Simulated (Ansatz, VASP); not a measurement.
SnO: VASP beside Ansatz

Contents of INCAR:

```
PREC = Accurate ; ENCUT = 520
EDIFF = 1E-6 ; ISMEAR = 0
SIGMA = 0.02 ; LREAL = F
LASPH = T ; NELM = 60
ALGO = Normal ; ISIF = 2
LWAVE = F ; LCHARG = F
GGA = CA ; NBANDS = 28
```

KPOINTS

```
regular mesh
0
Gamma
  8 6 6
```

File POSCAR:

```
SnO
1.0
    3.3456675442      0.0000000000      0.0000000000
    0.0000000000      5.7118506765      0.0000000000
    0.0000000000      0.0000000000      3.9213719742
Sn O
2 2
Direct
    0.0000000000      0.2347372350      0.5269391839
    0.5000000000      0.7652627650      0.0269391839
    0.0000000000      0.8833580930      0.7230618161
    0.5000000000      0.1166419070      0.2230618161
```

Input for Ansatz:

```yaml
crystal:
  lattice:
    - [3.3456675442, 0.0, 0.0]
    - [0.0, 5.7118506765, 0.0]
    - [0.0, 0.0, 3.9213719742]
  atoms:
    - { symbol: Sn, position: [0.0, 0.234737235, 0.5269391839] }
    - { symbol: Sn, position: [0.5, 0.765262765, 0.0269391839] }
    - { symbol: O, position: [0.0, 0.883358093, 0.7230618161] }
    - { symbol: O, position: [0.5, 0.116641907, 0.2230618161] }
basis:
  ecutwfc: 420
kpoints:
  mp_grid: { grid: [8, 6, 6] }
  band_path:
    path:
      - [[0.0, 0.0, 0.0], [0.5, 0.0, 0.0], [0.5, 0.5, 0.0], [0.0, 0.5, 0.0], [0.0, 0.0, 0.0], [0.0, 0.0, 0.5], [0.5, 0.0, 0.5], [0.5, 0.5, 0.5], [0.0, 0.5, 0.5], [0.0, 0.0, 0.5]]
      - [[0.5, 0.0, 0.0], [0.5, 0.0, 0.5]]
      - [[0.0, 0.5, 0.0], [0.0, 0.5, 0.5]]
      - [[0.5, 0.5, 0.0], [0.5, 0.5, 0.5]]
    npoints: 14
hamiltonian:
  xc: lda
scf:
  occupations: { method: gaussian, width: 0.02 }
  n_extra_bands: 10
output:
  forces: true
  stress: true
  eigenvalues: true
  populations: true
  dos: { projected: true, de: 0.02, nscf_kmesh: { grid: [12, 9, 9] } }
  bader: true
```

Alike in both runs: task single point; functional LDA; k mesh 8 × 6 × 6; occupations gaussian, width 0.02 eV; no spin polarisation.

|  | VASP | Ansatz |
| --- | --- | --- |
| version | VASP 6.6.1 | Ansatz 0.2.0 |
| potentials or method | VASP PAW LDA potentials, release 64 (Sn_d, O), cutoff 520 eV | scalar-relativistic, plane waves, PAW |
| valence electrons in the cell | 40 | 40 |

|  | VASP | Ansatz | Ansatz less VASP |
| --- | --- | --- | --- |
| gap on the k mesh at the Fermi level (eV) | 1.27 | 1.29 | +0.025 |
| least direct gap on the mesh (eV) | 1.87 | 1.90 | +0.032 |
| pressure (GPa) | -4.2 | -4.6 | -0.31 |
| traceless stress, the component that is largest in VASP (GPa) | -0.63 | -0.66 | -0.024 |
| rms of the force components (eV/Å) | 0.234 | 0.276 | +0.0418 |

LDA's correlation is that of Perdew and Zunger in VASP and of Perdew and Wang (1992) in Ansatz. Atom by atom the forces differ by 0.043 eV/Å (rms over components).
